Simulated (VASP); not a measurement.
# RbBr (Pm) in VASP: further runs

The runs below take RbBr through single point, with PBEsol.

All numbers are computed with VASP 6.6.1; they aren't measurements. Logs are shortened: lines on timing, memory, paths and dates and some standing lists are left out, and cuts for length are marked.

### 1 The cell of the first run

Symmetry: Pm, No. 6, monoclinic system. Conventional cell: a = 4.070 Å, b = 4.070 Å, c = 4.070 Å, α = 90.00°, β = 90.00°, γ = 90.00°. Within 4.3 Å of Rb (site symmetry m) lie 8 Br at 3.24 to 3.82 Å and 6 Rb at 4.07 Å. Br (site symmetry m) has 8 Rb at 3.24 to 3.82 Å and 6 Br at 4.07 Å within 4.3 Å.

### 2 Single point, PBEsol (mode 5 frozen in at -0.173 Å and mode 6 at -0.086 Å (largest displacements))

INCAR

```
SYSTEM = RbBr
ALGO = Normal ; EDIFF = 1E-6
ENCUT = 520 ; GGA = PS
ISIF = 2 ; ISMEAR = 0
LASPH = .TRUE. ; LCHARG = .TRUE.
LELF = .TRUE. ; LREAL = .FALSE.
LVHAR = .TRUE. ; LWAVE = .FALSE.
NBANDS = 15 ; NELM = 60
PREC = Accurate ; SIGMA = 0.05
```

KPOINTS

```
k-points
0
G
  6 6 6
  0 0 0
```

POSCAR

```
RbBr
1.0
    4.0701688540      0.0000000000      0.0000000000
    0.0000000000      4.0701688540      0.0000000000
    0.0000000000      0.0000000000      4.0701688540
Rb Br
1 1
Direct
    0.0000000000     -0.0396914813     -0.0198457406
    0.5000000000      0.5424552411      0.5212276205
```

Potentials or basis: VASP PAW PBE potentials, release 64 (Rb_sv, Br).

Launch:

```bash
$ cat potpaw_PBE.64/Rb_sv/POTCAR potpaw_PBE.64/Br/POTCAR > POTCAR
$ mpirun -np 1 vasp_std > vasp.out
```

OUTCAR:

```text
SYSTEM = RbBr
   EDIFF = 1E-6
   ENCUT = 520
   GGA = PS
   ISIF = 2
   ISMEAR = 0
   LASPH = .TRUE.
   LREAL = .FALSE.
   NELM = 60
   PREC = Accurate

 ion  position               nearest neighbor table
   1  0.000  0.960  0.980-   2 3.24   2 3.24   2 3.45   2 3.45   2 3.64   2 3.64   2 3.82   2 3.82

   2  0.500  0.542  0.521-   1 3.24   1 3.24   1 3.45   1 3.45   1 3.64   1 3.64   1 3.82   1 3.82

  LATTYP: Found a simple cubic cell.
 ALAT       =     4.0701688540

  Lattice vectors:

 A1 = (   4.0701688540,   0.0000000000,   0.0000000000)
 A2 = (   0.0000000000,   4.0701688540,   0.0000000000)
 A3 = (   0.0000000000,   0.0000000000,   4.0701688540)

Analysis of symmetry for initial positions (statically):
=====================================================================
 Subroutine PRICEL returns:
 Original cell was already a primitive cell.

 Routine SETGRP: Setting up the symmetry group for a
 simple cubic supercell.

 Subroutine GETGRP returns: Found  2 space group operations
 (whereof  2 operations were pure point group operations)
 out of a pool of 48 trial point group operations.

The static configuration has the point symmetry C_1h.

Analysis of symmetry for dynamics (positions and initial velocities):
=====================================================================
 Subroutine PRICEL returns:
 Original cell was already a primitive cell.

 Routine SETGRP: Setting up the symmetry group for a
 simple cubic supercell.

 Subroutine GETGRP returns: Found  2 space group operations
 (whereof  2 operations were pure point group operations)
 out of a pool of 48 trial point group operations.

The dynamic configuration has the point symmetry C_1h.

 Subroutine INISYM returns: Found  2 space group operations
 (whereof  2 operations are pure point group operations),
 and found     1 'primitive' translations

----------------------------------------------------------------------------------------

                                     Primitive cell

  volume of cell :      67.4275

  direct lattice vectors                    reciprocal lattice vectors
     4.070168854  0.000000000  0.000000000     0.245690053  0.000000000  0.000000000
     0.000000000  4.070168854  0.000000000     0.000000000  0.245690053  0.000000000
     0.000000000  0.000000000  4.070168854     0.000000000  0.000000000  0.245690053

  length of vectors
     4.070168854  4.070168854  4.070168854     0.245690053  0.245690053  0.245690053

  position of ions in fractional coordinates (direct lattice)
     0.000000000  0.960308519  0.980154259
     0.500000000  0.542455241  0.521227620

[... 82 lines left out ...]
   ISIF   =      2    stress and relaxation
   ISYM   =      2    0-nonsym 1-usesym 2-fastsym
   POTIM  = 0.5000    time-step for ionic-motion
   TEBEG  =    0.0;   TEEND  =   0.0 temperature during run
   PSTRESS=    0.0 pullay stress
   NELECT =      16.0000    total number of electrons
   NUPDOWN=      -1.0000    fix difference up-down
   EMIN   =  10.00;   EMAX   =-10.00  energy-range for DOS
   EFERMI =   0.00;   METHOD = LEGACY
   ISMEAR =     0;   SIGMA  =   0.05  broadening in eV -4-tet -1-fermi 0-gaus
   EFERMI_NEDOS =   21; number of points for ismear=-14 and -15
   IALGO  =     38    algorithm
   IMIX   =      4    mixing-type and parameters
     AMIX     =   0.40;   BMIX     =  1.00
     AMIX_MAG =   1.60;   BMIX_MAG =  1.00
  volume/ion in A,a.u.               =      33.71       227.51
  Fermi-wavevector in a.u.,A,eV,Ry     =   1.013528  1.915290 13.976434  1.027239
  Thomas-Fermi vector in A             =   2.146702
   LORBIT       =      0    0 simple, 1 ext, 2 COOP (PROOUT), +10 PAW based schemes
   GGA     = PS    functional components
   LHFCALC =     F    Hartree Fock is set to
   AEXX    =    0.0000 exact exchange contribution
   IVDW    =     0    specifies the selected vdW correction
   LEPSILON=     F    determine dielectric tensor
   LRPA    =     F    only Hartree local field effects (RPA)
 non-spin polarized calculation
 Gauss-broadening in eV      SIGMA  =   0.05
  energy-cutoff  :      520.00
  volume of cell :       67.43
 maximum number of plane-waves:      1856
   NGX = 15   NGY = 15   NGZ = 15

 number of electron      16.0000000 magnetization

 Free energy of the ion-electron system (eV)
  ---------------------------------------------------
  ext. energy  EPLUGINS =         0.00000000
  ---------------------------------------------------
  free energy    TOTEN  =        -6.23400755 eV

  energy without entropy =       -6.23400755  energy(sigma->0) =       -6.23400755

 E-fermi :  -0.3315     XC(G=0):  -8.2737

 val. band max:       -0.6116175840   @ k =   0.5000   0.0000   0.5000
 cond. band min:       3.4739861870   @ k =   0.0000   0.0000   0.0000
 fundamental gap:      4.0856037710
 Fermi energy:        -0.3315351625

 k-point     1 :       0.0000    0.0000    0.0000
  band No.  band energies     occupation
      1     -25.5013      2.00000
      2     -13.3136      2.00000
      3      -9.5000      2.00000
      4      -9.4943      2.00000
      5      -9.4830      2.00000
      6      -0.8149      2.00000
      7      -0.7544      2.00000
      8      -0.7538      2.00000
      9       3.4740      0.00000
     10       4.8428      0.00000
     11       5.1146      0.00000
     12       9.3637      0.00000
     13       9.5711      0.00000
     14       9.5962      0.00000
[... 401 lines left out ...]
      2     -13.2668      2.00000
      3      -9.7069      2.00000
      4      -9.5262      2.00000
      5      -9.4305      2.00000
      6      -2.2606      2.00000
      7      -1.0844      2.00000
      8      -0.8022      2.00000
      9       5.9789      0.00000
     10       6.3969      0.00000
     11       7.1995      0.00000
     12       8.2915      0.00000
     13       8.3627      0.00000
     14       9.2579      0.00000
     15      10.1431      0.00000

 [... further k-points ...]
[... 5 lines left out ...]
  --------------------------------------------------------------------------------------
  -------------------------------------------------------------------------------------
  Total        0.4540223      0.2979115      0.4010862      0.0000000      0.2815895      0.0000000
  in kB       10.7882380      7.0788143      9.5303975      0.0000000      6.6909806      0.0000000
  external PRESSURE =       9.1324833 kB  Pullay stress =       0.0000000 kB

 VOLUME and BASIS-vectors are now :
 -----------------------------------------------------------------------------
  energy-cutoff  :      520.00
  volume of cell :       67.43
      direct lattice vectors                 reciprocal lattice vectors
     4.070168854  0.000000000  0.000000000     0.245690053  0.000000000  0.000000000
     0.000000000  4.070168854  0.000000000     0.000000000  0.245690053  0.000000000
     0.000000000  0.000000000  4.070168854     0.000000000  0.000000000  0.245690053

 POSITION                                       TOTAL-FORCE (eV/Angst)
 -----------------------------------------------------------------------------------
      0.00000      3.90862      3.98939         0.000000      0.331350      0.208262
      2.03508      2.20788      2.12148         0.000000     -0.331350     -0.208262
 -----------------------------------------------------------------------------------
    total drift:                                0.000000      0.000049     -0.000019

  FREE ENERGIE OF THE ION-ELECTRON SYSTEM (eV)
  ---------------------------------------------------
  free  energy   TOTEN  =        -6.2340075514 eV

  energy  without entropy=       -6.2340075514  energy(sigma->0) =       -6.23400755
```

stdout:

```text
POSCAR found type information on POSCAR RbBr
 POSCAR found :  2 types and       2 ions
 scaLAPACK will be used
 -----------------------------------------------------------------------------
|                                                                             |
|                                                                             |
|     You enforced a specific xc type in the INCAR file but a different       |
|     I HOPE YOU KNOW WHAT YOU ARE DOING!                                     |
|                                                                             |
 -----------------------------------------------------------------------------

 LDA part: xc-table for (Slater+PW92), standard interpolation
 POSCAR, INCAR and KPOINTS ok, starting setup
 FFT: planning ... GRIDC
 FFT: planning ... GRID_SOFT
 FFT: planning ... GRID
 WAVECAR not read
 entering main loop
```

Run time: 55 s. Hardware: 1 thread of Intel Xeon Platinum 8259CL at 2.50GHz (Skylake/Cascade Lake), shared host; peak memory 0.22 GiB.

What came out:

* Free energy: -6.2340 eV
* Pressure: 0.9 GPa
* Largest force: 0.391 eV/Å
* Band gap on the k mesh: 4.09 eV, indirect (least direct gap 4.23 eV)

Forces on the atoms (eV/Å):
```
Rb   0.000  0.331  0.208
Br   0.000 -0.331 -0.208
```

Caveat: the cell differs from its parent crystal (mode 5 frozen in at -0.173 Å and mode 6 at -0.086 Å (largest displacements)); the PAW data sets were made with another functional, which shifts forces and pressure a little. A k mesh can miss the band edges.

### 3 Single point, PBEsol (mode 5 frozen in at -0.432 Å and mode 6 at -0.173 Å (largest displacements))

INCAR

```
PREC     = Accurate       # precision mode
ENCUT    = 520            # plane-wave cutoff, eV
EDIFF    = 1E-6           # SCF threshold, eV
ISMEAR   = 0              # smearing method
SIGMA    = 0.05           # smearing width, eV
LREAL    = False          # projectors in reciprocal space
LASPH    = True           # aspherical terms in the spheres
NELM     = 60             # most SCF steps
ALGO     = Normal         # electronic algorithm
ISIF     = 2              # what is computed and relaxed
LWAVE    = False          # write WAVECAR
LCHARG   = True           # write CHGCAR
GGA      = PS             # functional
LELF     = True           # ELF
LVHAR    = True         
NBANDS   = 15             # bands
```

KPOINTS

```
Automatic mesh
0
Gamma
  6 6 6
```

POSCAR

```
RbBr
1.0
    4.0701688540      0.0000000000      0.0000000000
    0.0000000000      4.0701688540      0.0000000000
    0.0000000000      0.0000000000      4.0701688540
Rb Br
1 1
Direct
    0.0000000000     -0.0992287032     -0.0396914813
    0.5000000000      0.6061381027      0.5424552411
```

Potentials or basis: VASP PAW PBE potentials, release 64 (Rb_sv, Br).

Launch:

```bash
$ cat potpaw_PBE.64/Rb_sv/POTCAR potpaw_PBE.64/Br/POTCAR > POTCAR
$ mpirun -np 1 vasp_std > vasp.out
```

It took 62 s on 1 thread of Intel Xeon Platinum 8259CL at 2.50GHz (Skylake/Cascade Lake), shared host; peak memory 0.22 GiB.

The run converged. Its results:

* Free energy: -5.8023 eV
* Pressure: 5.1 GPa
* Largest force: 1.508 eV/Å
* Band gap on the k mesh: 4.07 eV, indirect (least direct gap 4.27 eV)

Forces in eV/Å, atoms in the order of the input:
```
Rb   0.000  1.077  1.057
Br   0.000 -1.077 -1.057
```

Stress tensor (GPa, compression positive):
```
7.21 0.00 0.00
0.00 2.72 3.14
0.00 3.14 5.52
```

Levels at points of the mesh, in eV from the valence-band top:
```csv
k point,band 5,band 6,band 7,band 8,band 9,band 10,band 11,band 12
"(0.00, 0.00, 0.00)",-8.69,-0.44,-0.23,-0.19,4.07,5.48,7.03,9.66
"(0.50, 0.00, 0.00)",-8.68,-1.72,-0.45,-0.06,6.15,6.50,7.53,7.58
"(0.00, 0.50, 0.00)",-8.70,-1.75,-0.25,-0.22,6.16,7.32,8.09,9.08
"(0.00, 0.00, 0.50)",-8.66,-1.79,-0.53,-0.08,6.18,6.55,7.92,8.26
"(0.50, 0.50, 0.00)",-8.67,-1.17,-1.13,-0.28,5.54,6.47,8.16,8.54
"(0.00, 0.50, 0.50)",-8.68,-1.27,-1.12,-0.37,5.44,6.48,8.09,8.90
"(0.50, 0.00, 0.50)",-8.69,-0.95,-0.91,-0.06,5.62,7.10,8.22,8.25
"(0.50, 0.50, 0.50)",-9.02,-1.43,-1.10,-1.05,6.97,6.98,8.66,10.06
```

Caveat: the cell differs from its parent crystal (mode 5 frozen in at -0.432 Å and mode 6 at -0.173 Å (largest displacements)); the PAW data sets were made with another functional, which shifts forces and pressure a little.
